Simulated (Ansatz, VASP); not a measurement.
## ZnO: VASP beside Ansatz

```
CELL_PARAMETERS angstrom
3.31902 0.00000 0.00000
-1.65951 2.87435 0.00000
0.00000 0.00000 5.35448
ATOMIC_POSITIONS crystal
Zn 0.33333 0.66667 0.00186
Zn 0.66667 0.33333 0.50186
O 0.33333 0.66667 0.38114
O 0.66667 0.33333 0.88114
```

Alike in both runs: functional RPBE; k mesh 9 × 9 × 6; occupations gaussian, width 0.02 eV; no spin polarisation.

Ansatz relaxed the structure, and its values are those at the end. VASP's run is a single point on that final structure, the one shown.

```csv
,VASP,Ansatz
version,VASP 6.6.1,Ansatz 0.2.0
potentials or method,"VASP PAW PBE potentials, release 64 (Zn, O), cutoff 520 eV","scalar-relativistic, plane waves, PAW"
valence electrons in the cell,36,36
```

|  | VASP | Ansatz | Ansatz less VASP |
| --- | --- | --- | --- |
| gap on the k mesh at the Fermi level (eV) | 0.77 | 0.80 | +0.025 |
| least direct gap on the mesh (eV) | 0.77 | 0.80 | +0.025 |
| pressure (GPa) | 0.8 | 0.0 | -0.80 |

VASP's potentials were made for PBE, not for RPBE. With one functional, cell and mesh, what is left measures potentials, basis and numerics.
